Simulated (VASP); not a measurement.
Write the native input for VASP 6.6.1 that does the following.

| Quantity | Value |
| --- | --- |
| Task | relaxation of cell and atoms |
| Functional | PBE |
| Potentials or basis | VASP PAW PBE potentials, release 64 (Cu, Sb) |
| Cutoff | 600 eV |
| k mesh | 10 × 10 × 8 |
| Occupations | gaussian, width 0.05 eV |
| Spin | no spin polarisation |
| Dipole correction | no |
| Further INCAR settings | ALGO = Normal; EDIFF = 1e-06; IBRION = 2; EDIFFG = -0.01; NSW = 50; ISIF = 3 |

The structure of CuSb2 lies in POSCAR:

```
CuSb2
1.0
    4.0204141842      0.0000000000      0.0000000000
   -2.0102070921      3.4817808172      0.0000000000
    0.0000000000      0.0000000000      4.9837768654
Cu Sb
1 2
Direct
    0.0000000000      0.0000000000      0.0000000000
    0.3333333333      0.6666666667      0.2597808518
    0.6666666667      0.3333333333      0.7402191482
```

The input as run:

INCAR

```
SYSTEM = CuSb2
  PREC = Accurate
  ENCUT = 600
  EDIFF = 1E-6
  ISMEAR = 0
  SIGMA = 0.05
  LREAL = .False.
  LASPH = .True.
  NELM = 100
  ALGO = Normal
  ISIF = 3
  LWAVE = .False.
  LCHARG = .False.
  GGA = PE
  IBRION = 2
  NSW = 50
  EDIFFG = -0.01
```

KPOINTS

```
regular mesh
0
Gamma
  10 10 8
  0 0 0
```

Potentials or basis: VASP PAW PBE potentials, release 64 (Cu, Sb).

Launch:

```bash
$ cat potpaw_PBE.64/Cu/POTCAR potpaw_PBE.64/Sb/POTCAR > POTCAR
$ mpirun -np 1 vasp_std > vasp.out
```

Results of the run:

```yaml
Energy_gained_by_relaxing: 0.2 meV/atom
Ionic_steps: 5
Pressure_after_relaxing: 0.0 GPa
Band_gap_on_the_k_mesh: zero (an odd number of electrons rules out a gap without spin polarisation)
```

Caveat: spin-orbit coupling is left out, which moves the levels of the heavy elements.

Wall time 92 s on 1 thread of Intel(R) Xeon(R) 6975P-C (Granite Rapids), with other jobs on the host, peak memory 0.29 GiB.
